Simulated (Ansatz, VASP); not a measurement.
# P: VASP beside Ansatz

INCAR

```
  PREC = Accurate
  ENCUT = 600
  EDIFF = 1E-6
  ISMEAR = 0
  SIGMA = 0.1
  LREAL = False
  LASPH = True
  NELM = 100
  ALGO = Normal
  ISIF = 3
  LWAVE = False
  LCHARG = False
  GGA = PE
  IBRION = 2
  NSW = 70
  EDIFFG = -0.005
```

KPOINTS

```
Automatic mesh
0
Gamma
  15 15 15
```

Contents of POSCAR:

```
P
1.0
    1.7132924525      0.9891698586      2.9115578036
   -1.7132924525      0.9891698586      2.9115578036
    0.0000000000     -1.9783397173      2.9115578036
P
2
Direct
    0.2340199604      0.2340199604      0.2340199604
    0.7659800396      0.7659800396      0.7659800396
```

Input for Ansatz:

```yaml
crystal:
  lattice:
    - [1.7132924525, 0.9891698586, 2.9115578036]
    - [-1.7132924525, 0.9891698586, 2.9115578036]
    - [0.0, -1.9783397173, 2.9115578036]
  atoms:
    - { symbol: P, position: [0.2340199604, 0.2340199604, 0.2340199604] }
    - { symbol: P, position: [0.7659800396, 0.7659800396, 0.7659800396] }
basis:
  ecutwfc: 420
kpoints:
  mp_grid: { grid: [15, 15, 15] }
hamiltonian:
  xc: pbe
scf:
  occupations: { method: gaussian, width: 0.1 }
  lower_state_search: full
output:
  forces: true
  eigenvalues: true
  stress: true
relax:
  adjacent_minimum: "off"
  f_tol: 0.005
  max_steps: 50
  cell: { stress_tol: 0.05 }
```

Alike in both runs: task relaxation of cell and atoms; functional PBE; k mesh 15 × 15 × 15; occupations gaussian, width 0.1 eV; no spin polarisation.

|  | VASP | Ansatz |
| --- | --- | --- |
| version | VASP 6.6.1 | Ansatz 0.2.0 |
| potentials or method | VASP PAW PBE potentials, release 64 (P), cutoff 600 eV | scalar-relativistic, plane waves, PAW |
| valence electrons in the cell | 10 | 10 |

VASP gave:

- gap on the k mesh at the Fermi level, each at its own relaxed structure (eV): none
- relaxed volume (Å³/atom): 16.10
- relaxed length of the cell vector where the two differ most in proportion (Å): 3.674

**Question.** What did Ansatz give for the same quantities?

**Answer.** gap on the k mesh at the Fermi level, each at its own relaxed structure (eV): none; relaxed volume (Å³/atom): 16.10; relaxed length of the cell vector where the two differ most in proportion (Å): 3.667.

A gap of «none» marks a metal or a gap that the smearing closes. Ansatz's warnings: stability check not made.
